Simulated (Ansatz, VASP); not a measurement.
**Two plane-wave programs on SnSe**

```
Sn Se
1.0
     0.00000    2.97275    2.97275
     2.97275    0.00000    2.97275
     2.97275    2.97275    0.00000
Sn Se
1 1
Direct
  0.00000 0.00000 0.00000
  0.55046 0.55046 0.44954
```

Change from the starting cell: all Se atoms moved -0.300 Å, as atom 2 towards its neighbour atom 1 (Sn) at 2.973 Å.

Alike in both runs: task single point; functional PBEsol; k mesh 8 × 8 × 8; occupations gaussian, width 0.05 eV; no spin polarisation.

```csv
,VASP,Ansatz
version,VASP 6.6.1,Ansatz 0.2.0
potentials or method,"VASP PAW PBE potentials, release 64 (Sn_d, Se), cutoff 520 eV","scalar-relativistic, plane waves, PAW"
valence electrons in the cell,20,30
```

```tsv
	VASP	Ansatz	Ansatz less VASP
gap on the k mesh at the Fermi level (eV)	0.83	0.84	+0.002
least direct gap on the mesh (eV)	0.87	0.88	+0.001
pressure (GPa)	1.6	1.6	-0.04
traceless stress, the component that is largest in VASP (GPa)	2.37	2.33	-0.034
rms of the force components (eV/Å)	0.297	0.290	-0.0073
```

VASP's potentials were made for PBE, not for PBEsol. Atom by atom the forces differ by 0.007 eV/Å (rms over components). VASP's potentials hold 20 valence electrons a cell and Ansatz's 30, so a difference there can come from the potentials and not from the codes.
